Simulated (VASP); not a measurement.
# K2Co (Fd-3m) in VASP: single point with PBE

Aim: the single point of K2Co with PBE.

All numbers are computed with VASP 6.6.1; they aren't measurements. Logs are shortened: lines on timing, memory, paths and dates and some standing lists are left out, and cuts for length are marked.

### Step 1. The cell of the first run

The structure is cubic, space group Fd-3m (No. 227). The conventional cell has a = 10.309 Å, b = 10.309 Å, c = 10.309 Å, α = 90.00°, β = 90.00°, γ = 90.00°. Within 4.8 Å of K (site symmetry -3m) lie 6 K at 3.64 Å and 6 Co at 4.27 Å. Co (site symmetry -43m) has 12 K at 4.27 Å and 4 Co at 4.46 Å within 5.6 Å.

### Step 2. Single point, PBE, collinear spin, ferromagnetic start

INCAR

```
PREC     = Accurate       # precision mode
ENCUT    = 520            # plane-wave cutoff, eV
EDIFF    = 1E-6           # SCF threshold, eV
ISMEAR   = 0              # smearing method
SIGMA    = 0.1            # smearing width, eV
LREAL    = F              # projectors in reciprocal space
LASPH    = T              # aspherical terms in the spheres
NELM     = 150            # most SCF steps
ALGO     = Fast           # electronic algorithm
ISIF     = 2              # what is computed and relaxed
LWAVE    = F              # write WAVECAR
LCHARG   = T              # write CHGCAR
ISPIN    = 2              # spin polarisation
MAGMOM   = 0 0 0 0 2.43 2.43 # initial moments
LORBIT   = 11             # projections on sites
LMAXMIX  = 4              # l up to which the mixer works
GGA      = PE             # functional
LELF     = T              # ELF
LVHAR    = T            
NBANDS   = 40             # bands
```

KPOINTS

```
regular mesh
0
Gamma
  6 6 6
```

POSCAR

```
K2Co
1.0
    0.0000000000      5.1545581395      5.1545581395
    5.1545581395      0.0000000000      5.1545581395
    5.1545581395      5.1545581395      0.0000000000
K Co
4 2
Direct
    0.6250000000      0.6250000000      0.6250000000
    0.1250000000      0.6250000000      0.6250000000
    0.6250000000      0.6250000000      0.1250000000
    0.6250000000      0.1250000000      0.6250000000
    0.0000000000      0.0000000000      0.0000000000
    0.2500000000      0.2500000000      0.2500000000
```

Potentials or basis: VASP PAW PBE potentials, release 64 (K_sv, Co).

Run with:

```sh
cat potpaw_PBE.64/K_sv/POTCAR potpaw_PBE.64/Co/POTCAR > POTCAR
mpirun -np 1 vasp_std > vasp.out
```

OUTCAR:

```text
PREC = Accurate
   ENCUT = 520
   EDIFF = 1E-6
   ISMEAR = 0
   LREAL = F
   LASPH = T
   NELM = 150
   ISIF = 2
   ISPIN = 2
   LORBIT = 11
   GGA = PE

 ion  position               nearest neighbor table
   1  0.625  0.625  0.625-   2 3.64   3 3.64   4 3.64   3 3.64   4 3.64   2 3.64
   2  0.125  0.625  0.625-   1 3.64   3 3.64   4 3.64   1 3.64   3 3.64   4 3.64
   3  0.625  0.625  0.125-   1 3.64   1 3.64   2 3.64   4 3.64   4 3.64   2 3.64
   4  0.625  0.125  0.625-   1 3.64   3 3.64   1 3.64   2 3.64   3 3.64   2 3.64
   5  0.000  0.000  0.000-
   6  0.250  0.250  0.250-

  LATTYP: Found a face centered cubic cell.
 ALAT       =    10.3091162790

  Lattice vectors:

 A1 = (   0.0000000000,   5.1545581395,   5.1545581395)
 A2 = (   5.1545581395,   0.0000000000,   5.1545581395)
 A3 = (   5.1545581395,   5.1545581395,   0.0000000000)

Analysis of symmetry for initial positions (statically):
=====================================================================
 Subroutine PRICEL returns:
 Original cell was already a primitive cell.

 Routine SETGRP: Setting up the symmetry group for a
 face centered cubic supercell.

 Subroutine GETGRP returns: Found 48 space group operations
 (whereof 24 operations were pure point group operations)
 out of a pool of 48 trial point group operations.

The static configuration has the point symmetry T_d .
 The point group associated with its full space group is O_h .

Analysis of symmetry for dynamics (positions and initial velocities):
=====================================================================
 Subroutine PRICEL returns:
 Original cell was already a primitive cell.

 Routine SETGRP: Setting up the symmetry group for a
 face centered cubic supercell.

 Subroutine GETGRP returns: Found 48 space group operations
 (whereof 24 operations were pure point group operations)
 out of a pool of 48 trial point group operations.

The dynamic configuration has the point symmetry T_d .
 The point group associated with its full space group is O_h .

Analysis of structural, dynamic, and magnetic symmetry:
=====================================================================
 Subroutine PRICEL returns:
 Original cell was already a primitive cell.

 Routine SETGRP: Setting up the symmetry group for a
 face centered cubic supercell.

 Subroutine GETGRP returns: Found 48 space group operations
 (whereof 24 operations were pure point group operations)
 out of a pool of 48 trial point group operations.

The overall configuration has the point symmetry T_d .
 The point group associated with its full space group is O_h .

 Subroutine INISYM returns: Found 48 space group operations
 (whereof 24 operations are pure point group operations),
 and found     1 'primitive' translations

----------------------------------------------------------------------------------------

                                     Primitive cell

  volume of cell :     273.9078

  direct lattice vectors                    reciprocal lattice vectors
     0.000000000  5.154558139  5.154558139    -0.097001525  0.097001525  0.097001525
     5.154558139  0.000000000  5.154558139     0.097001525 -0.097001525  0.097001525
     5.154558139  5.154558139  0.000000000     0.097001525  0.097001525 -0.097001525

  length of vectors
     7.289646029  7.289646029  7.289646029     0.168011570  0.168011570  0.168011570

  position of ions in fractional coordinates (direct lattice)
     0.625000000  0.625000000  0.625000000
     0.125000000  0.625000000  0.625000000
     0.625000000  0.625000000  0.125000000
     0.625000000  0.125000000  0.625000000
     0.000000000  0.000000000  0.000000000
     0.250000000  0.250000000  0.250000000

  ion indices of the primitive-cell ions
   primitive index   ion index
                 1           1
                 2           2
                 3           3
                 4           4
                 5           5
                 6           6

----------------------------------------------------------------------------------------

 KPOINTS: regular mesh

Automatic generation of k-mesh.
 Grid dimensions read from file:
 generate k-points for:    6    6    6

 Generating k-lattice:

  Cartesian coordinates                     Fractional coordinates (reciprocal lattice)
    -0.016166921  0.016166921  0.016166921     0.166666667  0.000000000  0.000000000
     0.016166921 -0.016166921  0.016166921     0.000000000  0.166666667  0.000000000
     0.016166921  0.016166921 -0.016166921     0.000000000  0.000000000  0.166666667

  Length of vectors
     0.028001928  0.028001928  0.028001928

  Shift w.r.t. Gamma in fractional coordinates (k-lattice)
     0.000000000  0.000000000  0.000000000

 Subroutine IBZKPT returns following result:
 ===========================================

 Found     16 irreducible k-points:

 Following reciprocal coordinates:
            Coordinates               Weight
  0.000000  0.000000  0.000000      1.000000
  0.166667  0.000000  0.000000      8.000000
  0.333333  0.000000  0.000000      8.000000
  0.500000  0.000000  0.000000      4.000000
  0.166667  0.166667  0.000000      6.000000
  0.333333  0.166667  0.000000     24.000000
[... 8 lines left out ...]
 -0.333333  0.333333  0.166667     24.000000
 -0.333333  0.500000  0.166667     12.000000
   k-points           NKPTS =     16   k-points in BZ     NKDIM =     16   number of bands    NBANDS=     40
   number of dos      NEDOS =    301   number of ions     NIONS =      6
   total plane-waves  NPLWV = 157464
   dimension x,y,z NGX =    54 NGY =   54 NGZ =   54
   dimension x,y,z NGXF=   108 NGYF=  108 NGZF=  108
   ions per type =               4   2
   NGX,Y,Z   is equivalent  to a cutoff of  12.32, 12.32, 12.32 a.u.
   NGXF,Y,Z  is equivalent  to a cutoff of  24.63, 24.63, 24.63 a.u.
 SYSTEM =  unknown system
   PREC   = accura    normal or accurate (medium, high low for compatibility)
   ISTART =      0    job   : 0-new  1-cont  2-samecut
   ICHARG =      2    charge: 1-file 2-atom 10-const
   ISPIN  =      2    spin polarized calculation?
   LNONCOLLINEAR =      F non collinear calculations
   LSORBIT =      F    spin-orbit coupling
   LASPH  =      T    aspherical Exc in radial PAW
   ENCUT  =  520.0 eV  38.22 Ry    6.18 a.u.  13.55 13.55 13.55*2*pi/ulx,y,z
   NELM   =    150;   NELMIN=  2; NELMDL= -5     # of ELM steps
   EDIFF  = 0.1E-05   stopping-criterion for ELM
   LREAL  =      F    real-space projection
   EDIFFG = 0.1E-04   stopping-criterion for IOM
   NSW    =      0    number of steps for IOM
   IBRION =     -1    ionic relax: 0-MD 1-quasi-New 2-CG
   NFREE  =      0    steps in history (QN), initial steepest desc. (CG)
   ISIF   =      2    stress and relaxation
   ISYM   =      2    0-nonsym 1-usesym 2-fastsym
   POTIM  = 0.5000    time-step for ionic-motion
   TEBEG  =    0.0;   TEEND  =   0.0 temperature during run
   PSTRESS=    0.0 pullay stress
   NELECT =      54.0000    total number of electrons
   NUPDOWN=      -1.0000    fix difference up-down
   EMIN   =  10.00;   EMAX   =-10.00  energy-range for DOS
   EFERMI =   0.00;   METHOD = LEGACY
   ISMEAR =     0;   SIGMA  =   0.10  broadening in eV -4-tet -1-fermi 0-gaus
   EFERMI_NEDOS =   21; number of points for ismear=-14 and -15
   IALGO  =     68    algorithm
   IMIX   =      4    mixing-type and parameters
     AMIX     =   0.40;   BMIX     =  1.00
     AMIX_MAG =   1.60;   BMIX_MAG =  1.00
  volume/ion in A,a.u.               =      45.65       308.07
  Fermi-wavevector in a.u.,A,eV,Ry     =   0.952806  1.800543 12.351912  0.907840
  Thomas-Fermi vector in A             =   2.081403
   LORBIT       =     11    0 simple, 1 ext, 2 COOP (PROOUT), +10 PAW based schemes
   GGA     = PE    functional components
   LHFCALC =     F    Hartree Fock is set to
   AEXX    =    0.0000 exact exchange contribution
   IVDW    =     0    specifies the selected vdW correction
   LEPSILON=     F    determine dielectric tensor
   LRPA    =     F    only Hartree local field effects (RPA)
 spin polarized calculation
 RMM-DIIS sequential band-by-band and
 Gauss-broadening in eV      SIGMA  =   0.10
  energy-cutoff  :      520.00
  volume of cell :      273.91
 maximum number of plane-waves:      7419
   NGX = 27   NGY = 27   NGZ = 27

 number of electron      53.9999994 magnetization       4.2737664

 Free energy of the ion-electron system (eV)
  ---------------------------------------------------
  ext. energy  EPLUGINS =         0.00000000
  ---------------------------------------------------
  free energy    TOTEN  =       -10.74585719 eV

  energy without entropy =      -10.73203675  energy(sigma->0) =      -10.73894697

 E-fermi :   0.7754     XC(G=0):  -6.8462

 val. band max:        0.7574183350   @ k =  -0.1667   0.1667   0.0000
 cond. band min:       0.7887164122   @ k =   0.5000   0.5000   0.0000
 fundamental gap:      0.0312980772
 Fermi energy:         0.7754060121

 spin component 1

 k-point     1 :       0.0000    0.0000    0.0000
  band No.  band energies     occupation
      1     -31.5014      1.00000
      2     -31.4360      1.00000
      3     -31.4360      1.00000
      4     -31.4360      1.00000
      5     -15.4628      1.00000
      6     -15.1021      1.00000
[... 31 lines left out ...]
     38       2.6584      0.00000
     39       3.4685      0.00000

 k-point     2 :       0.1667    0.0000    0.0000
  band No.  band energies     occupation
      1     -31.4982      1.00000
      2     -31.4393      1.00000
      3     -31.4360      1.00000
      4     -31.4360      1.00000
      5     -15.4382      1.00000
      6     -15.0991      1.00000
[... 580 lines left out ...]
 k-point    16 :      -0.3333    0.5000    0.1667
  band No.  band energies     occupation
      1     -31.4689      1.00000
      2     -31.4689      1.00000
      3     -31.4361      1.00000
      4     -31.4361      1.00000
      5     -15.2220      1.00000
      6     -15.2220      1.00000
[... 31 lines left out ...]
     38       4.0615      0.00000
     39       4.3223      0.00000
 Fermi energy:         0.7754060121

 spin component 2

 k-point     1 :       0.0000    0.0000    0.0000
  band No.  band energies     occupation
      1     -31.5009      1.00000
      2     -31.4361      1.00000
      3     -31.4361      1.00000
      4     -31.4361      1.00000
      5     -15.4453      1.00000
      6     -15.1009      1.00000
[... 31 lines left out ...]
     38       2.7157      0.00000
     39       3.7380      0.00000

 k-point     2 :       0.1667    0.0000    0.0000
  band No.  band energies     occupation
      1     -31.4977      1.00000
      2     -31.4393      1.00000
      3     -31.4361      1.00000
      4     -31.4361      1.00000
      5     -15.4212      1.00000
      6     -15.0973      1.00000
[... 580 lines left out ...]
 k-point    16 :      -0.3333    0.5000    0.1667
  band No.  band energies     occupation
      1     -31.4687      1.00000
      2     -31.4687      1.00000
      3     -31.4361      1.00000
      4     -31.4361      1.00000
      5     -15.2105      1.00000
      6     -15.2105      1.00000
[... 31 lines left out ...]
     38       4.0773      0.00000
     39       4.3648      0.00000
 [bands above 39 left out]

------------------------ aborting loop because EDIFF is reached ----------------------------------------

  FORCE on cell =-STRESS in cart. coord.  units (eV):
  Direction    XX          YY          ZZ          XY          YZ          ZX
  --------------------------------------------------------------------------------------
  -------------------------------------------------------------------------------------
  Total       -0.0226120     -0.0226120     -0.0226120      0.0000000      0.0000000     -0.0000000
  in kB       -0.1322653     -0.1322653     -0.1322653      0.0000000      0.0000000     -0.0000000
  external PRESSURE =      -0.1322653 kB  Pullay stress =       0.0000000 kB

 VOLUME and BASIS-vectors are now :
 -----------------------------------------------------------------------------
  energy-cutoff  :      520.00
  volume of cell :      273.91
      direct lattice vectors                 reciprocal lattice vectors
     0.000000000  5.154558139  5.154558139    -0.097001525  0.097001525  0.097001525
     5.154558139  0.000000000  5.154558139     0.097001525 -0.097001525  0.097001525
     5.154558139  5.154558139  0.000000000     0.097001525  0.097001525 -0.097001525

 POSITION                                       TOTAL-FORCE (eV/Angst)
 -----------------------------------------------------------------------------------
      6.44320      6.44320      6.44320         0.000000     -0.000000      0.000000
      6.44320      3.86592      3.86592         0.000000      0.000000      0.000000
      3.86592      3.86592      6.44320         0.000000     -0.000000      0.000000
      3.86592      6.44320      3.86592         0.000000     -0.000000      0.000000
      0.00000      0.00000      0.00000         0.000000      0.000000      0.000000
      2.57728      2.57728      2.57728        -0.000000     -0.000000     -0.000000
 -----------------------------------------------------------------------------------
    total drift:                                0.000000      0.000000      0.000000

  FREE ENERGIE OF THE ION-ELECTRON SYSTEM (eV)
  ---------------------------------------------------
  free  energy   TOTEN  =       -10.7458571941 eV

  energy  without entropy=      -10.7320367497  energy(sigma->0) =      -10.73894697

 total charge

# of ion       s       p       d       tot
------------------------------------------
    1        1.988   5.551   0.021   7.559
    2        1.988   5.551   0.021   7.559
    3        1.988   5.551   0.021   7.559
    4        1.988   5.551   0.021   7.559
    5        0.439   0.036   7.188   7.664
    6        0.439   0.036   7.188   7.664
--------------------------------------------------
tot          8.830  22.275  14.459  45.564

 magnetization (x)

# of ion       s       p       d       tot
------------------------------------------
    1        0.001  -0.002   0.002   0.001
    2        0.001  -0.002   0.002   0.001
    3        0.001  -0.002   0.002   0.001
    4        0.001  -0.002   0.002   0.001
    5        0.053  -0.002   2.048   2.098
    6        0.053  -0.002   2.048   2.098
--------------------------------------------------
tot          0.109  -0.011   4.103   4.201
```

Run time: 14 min. Hardware: 1 thread of Intel Xeon Platinum 8488C (Sapphire Rapids), shared host; peak memory 0.65 GiB.

What came out:

```
Free energy                                           : -10.7459 eV
Pressure                                              : 0.0 GPa
Net moment                                            : 4.27 μB per cell
Site moments                                          : K +0.00; Co +2.10 μB
Valence electrons inside the program's atomic spheres : K 7.56; Co 7.66
```
